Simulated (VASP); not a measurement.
# BN (vh.b) (F-43m) in VASP: single point with PBE

Aim: the single point of BN (vh.b) with PBE.

Program: VASP 6.6.1. These are calculated values, not measurements. Logs are shortened: lines on timing, memory, paths and dates and some standing lists are left out, and cuts for length are marked.

**1. The cell of the first run**

Symmetry: F-43m, No. 216, cubic system. Conventional cell: a = 3.624 Å, b = 3.624 Å, c = 3.624 Å, α = 90.00°, β = 90.00°, γ = 90.00°. Within 2.1 Å of B (site symmetry -43m) lie 4 N at 1.57 Å. Within 2.1 Å of N (site symmetry -43m) lie 4 B at 1.57 Å.

**2. Single point, PBE**

Contents of INCAR:

```
PREC = Accurate ; ENCUT = 600
EDIFF = 1E-6 ; ISMEAR = 0
SIGMA = 0.02 ; LREAL = F
LASPH = T ; NELM = 120
ALGO = Normal ; ISIF = 2
LWAVE = F ; LCHARG = F
GGA = PE ; NBANDS = 11
GGA_COMPAT = F
```

Contents of KPOINTS:

```
Automatic mesh
0
Gamma
  12 12 12
```

Contents of POSCAR:

```
BN
1.0
    0.0000000000      1.8120748640      1.8120748640
    1.8120748640      0.0000000000      1.8120748640
    1.8120748640      1.8120748640      0.0000000000
B N
1 1
Direct
    0.0000000000      0.0000000000      0.0000000000
    0.2500000000      0.2500000000      0.2500000000
```

Potentials or basis: VASP PAW PBE potentials, release 64 (B, N).

Started as:

```sh
cat potpaw_PBE.64/B/POTCAR potpaw_PBE.64/N/POTCAR > POTCAR
mpirun -np 1 vasp_std > vasp.out
```

OUTCAR:

```text
PREC = Accurate
   ENCUT = 600
   EDIFF = 1E-6
   ISMEAR = 0
   LREAL = F
   LASPH = T
   NELM = 120
   ISIF = 2
   GGA = PE

 ion  position               nearest neighbor table
   1  0.000  0.000  0.000-   2 1.57   2 1.57   2 1.57   2 1.57
   2  0.250  0.250  0.250-   1 1.57   1 1.57   1 1.57   1 1.57

  LATTYP: Found a face centered cubic cell.
 ALAT       =     3.6241497280

  Lattice vectors:

 A1 = (   0.0000000000,   1.8120748640,   1.8120748640)
 A2 = (   1.8120748640,   0.0000000000,   1.8120748640)
 A3 = (   1.8120748640,   1.8120748640,   0.0000000000)

Analysis of symmetry for initial positions (statically):
=====================================================================
 Subroutine PRICEL returns:
 Original cell was already a primitive cell.

 Routine SETGRP: Setting up the symmetry group for a
 face centered cubic supercell.

 Subroutine GETGRP returns: Found 24 space group operations
 (whereof 24 operations were pure point group operations)
 out of a pool of 48 trial point group operations.

The static configuration has the point symmetry T_d .

Analysis of symmetry for dynamics (positions and initial velocities):
=====================================================================
 Subroutine PRICEL returns:
 Original cell was already a primitive cell.

 Routine SETGRP: Setting up the symmetry group for a
 face centered cubic supercell.

 Subroutine GETGRP returns: Found 24 space group operations
 (whereof 24 operations were pure point group operations)
 out of a pool of 48 trial point group operations.

The dynamic configuration has the point symmetry T_d .

 Subroutine INISYM returns: Found 24 space group operations
 (whereof 24 operations are pure point group operations),
 and found     1 'primitive' translations

----------------------------------------------------------------------------------------

                                     Primitive cell

  volume of cell :      11.9003

  direct lattice vectors                    reciprocal lattice vectors
     0.000000000  1.812074864  1.812074864    -0.275926790  0.275926790  0.275926790
     1.812074864  0.000000000  1.812074864     0.275926790 -0.275926790  0.275926790
     1.812074864  1.812074864  0.000000000     0.275926790  0.275926790 -0.275926790

  length of vectors
     2.562660849  2.562660849  2.562660849     0.477919219  0.477919219  0.477919219

  position of ions in fractional coordinates (direct lattice)
     0.000000000  0.000000000  0.000000000
     0.250000000  0.250000000  0.250000000

[... 79 lines left out ...]
   NSW    =      0    number of steps for IOM
   IBRION =     -1    ionic relax: 0-MD 1-quasi-New 2-CG
   NFREE  =      0    steps in history (QN), initial steepest desc. (CG)
   ISIF   =      2    stress and relaxation
   ISYM   =      2    0-nonsym 1-usesym 2-fastsym
   POTIM  = 0.5000    time-step for ionic-motion
   TEBEG  =    0.0;   TEEND  =   0.0 temperature during run
   PSTRESS=    0.0 pullay stress
   NELECT =       8.0000    total number of electrons
   NUPDOWN=      -1.0000    fix difference up-down
   EMIN   =  10.00;   EMAX   =-10.00  energy-range for DOS
   EFERMI =   0.00;   METHOD = LEGACY
   ISMEAR =     0;   SIGMA  =   0.02  broadening in eV -4-tet -1-fermi 0-gaus
   EFERMI_NEDOS =   21; number of points for ismear=-14 and -15
   IALGO  =     38    algorithm
   IMIX   =      4    mixing-type and parameters
     AMIX     =   0.40;   BMIX     =  1.00
     AMIX_MAG =   1.60;   BMIX_MAG =  1.00
  volume/ion in A,a.u.               =       5.95        40.15
  Fermi-wavevector in a.u.,A,eV,Ry     =   1.434120  2.710093 27.983087  2.056699
  Thomas-Fermi vector in A             =   2.553563
   LORBIT       =      0    0 simple, 1 ext, 2 COOP (PROOUT), +10 PAW based schemes
   GGA     = PE    functional components
   LHFCALC =     F    Hartree Fock is set to
   AEXX    =    0.0000 exact exchange contribution
   IVDW    =     0    specifies the selected vdW correction
   LEPSILON=     F    determine dielectric tensor
   LRPA    =     F    only Hartree local field effects (RPA)
 non-spin polarized calculation
 Gauss-broadening in eV      SIGMA  =   0.02
  energy-cutoff  :      600.00
  volume of cell :       11.90
 maximum number of plane-waves:       415
   NGX = 11   NGY = 11   NGZ = 11

 number of electron       7.9999999 magnetization

 Free energy of the ion-electron system (eV)
  ---------------------------------------------------
  ext. energy  EPLUGINS =         0.00000000
  ---------------------------------------------------
  free energy    TOTEN  =       -17.45462831 eV

  energy without entropy =      -17.45462831  energy(sigma->0) =      -17.45462831

 E-fermi :   7.4110     XC(G=0): -12.7848

 val. band max:        7.3094175280   @ k =   0.0000   0.0000   0.0000
 cond. band min:      11.7608363605   @ k =   0.5000   0.5000   0.0000
 fundamental gap:      4.4514188325
 Fermi energy:         7.4109693887

 k-point     1 :       0.0000    0.0000    0.0000
  band No.  band energies     occupation
      1     -12.8354      2.00000
      2       7.3094      2.00000
      3       7.3094      2.00000
      4       7.3094      2.00000
      5      16.0931      0.00000
      6      16.0931      0.00000
      7      16.0931      0.00000
      8      17.5363      0.00000
      9      31.9196      0.00000
     10      34.9836      0.00000
     11      34.9836      0.00000
[... 309 lines left out ...]
 k-point    24 :      -0.4167    0.1667    0.0000
  band No.  band energies     occupation
      1      -8.2939      2.00000
      2      -2.6231      2.00000
      3       3.2118      2.00000
      4       4.7620      2.00000
      5      16.5842      0.00000
      6      19.4216      0.00000
      7      19.4954      0.00000
      8      22.9009      0.00000
      9      28.2697      0.00000
     10      32.5661      0.00000
     11      33.8375      0.00000

 [... further k-points ...]
[... 5 lines left out ...]
  --------------------------------------------------------------------------------------
  -------------------------------------------------------------------------------------
  Total        0.0100341      0.0100341      0.0100341     -0.0000000      0.0000000     -0.0000000
  in kB        1.3509261      1.3509261      1.3509261     -0.0000000      0.0000000     -0.0000000
  external PRESSURE =       1.3509261 kB  Pullay stress =       0.0000000 kB

 VOLUME and BASIS-vectors are now :
 -----------------------------------------------------------------------------
  energy-cutoff  :      600.00
  volume of cell :       11.90
      direct lattice vectors                 reciprocal lattice vectors
     0.000000000  1.812074864  1.812074864    -0.275926790  0.275926790  0.275926790
     1.812074864  0.000000000  1.812074864     0.275926790 -0.275926790  0.275926790
     1.812074864  1.812074864  0.000000000     0.275926790  0.275926790 -0.275926790

 POSITION                                       TOTAL-FORCE (eV/Angst)
 -----------------------------------------------------------------------------------
      0.00000      0.00000      0.00000         0.000000      0.000000      0.000000
      0.90604      0.90604      0.90604        -0.000000     -0.000000     -0.000000
 -----------------------------------------------------------------------------------
    total drift:                                0.000000      0.000000      0.000000

  FREE ENERGIE OF THE ION-ELECTRON SYSTEM (eV)
  ---------------------------------------------------
  free  energy   TOTEN  =       -17.4546283068 eV

  energy  without entropy=      -17.4546283068  energy(sigma->0) =      -17.45462831
```

OSZICAR:

```text
N       E                     dE             d eps       ncg     rms          rms(c)
DAV:   1     0.135593736580E+02    0.13559E+02   -0.54113E+03  1648   0.811E+02
DAV:   2    -0.177807937540E+02   -0.31340E+02   -0.30191E+02  1914   0.186E+02
DAV:   3    -0.184078702110E+02   -0.62708E+00   -0.62618E+00  1889   0.213E+01
DAV:   4    -0.184086783795E+02   -0.80817E-03   -0.80815E-03  1713   0.851E-01
DAV:   5    -0.184086791514E+02   -0.77196E-06   -0.77195E-06  1857   0.264E-02    0.664E+00
DAV:   6    -0.175378050031E+02    0.87087E+00   -0.29543E+00  1769   0.104E+01    0.321E+00
DAV:   7    -0.174684125533E+02    0.69392E-01   -0.99588E-02  1770   0.265E+00    0.190E+00
DAV:   8    -0.174543563700E+02    0.14056E-01   -0.35593E-02  1766   0.138E+00    0.188E-01
DAV:   9    -0.174545338555E+02   -0.17749E-03   -0.95536E-04  1689   0.264E-01    0.829E-02
DAV:  10    -0.174546230074E+02   -0.89152E-04   -0.12542E-04  1739   0.102E-01    0.153E-02
DAV:  11    -0.174546282344E+02   -0.52270E-05   -0.88952E-06  1797   0.251E-02    0.104E-02
DAV:  12    -0.174546283068E+02   -0.72374E-07   -0.14733E-06  1026   0.900E-03
   1 F= -.17454628E+02 E0= -.17454628E+02  d E =-.124443E-15
```

It took 11 s on 1 thread of Intel Xeon 8259CL, shared host; peak memory 0.13 GiB.

What came out:

```yaml
Free_energy: -17.4546 eV
Pressure: 0.1 GPa
Band_gap_on_the_k_mesh: 4.45 eV, indirect (least direct gap 8.78 eV)
```

Levels at points of the mesh, in eV from the valence-band top:
```csv
k point,band 2,band 3,band 4,band 5,band 6,band 7
"(0.00, 0.00, 0.00)",0.00,0.00,0.00,8.78,8.78,8.78
"(0.50, 0.00, 0.00)",-10.62,-1.93,-1.93,10.05,10.66,10.66
"(0.50, 0.50, 0.00)",-8.87,-4.87,-4.87,4.45,9.19,17.80
```

A k mesh can miss the band edges.
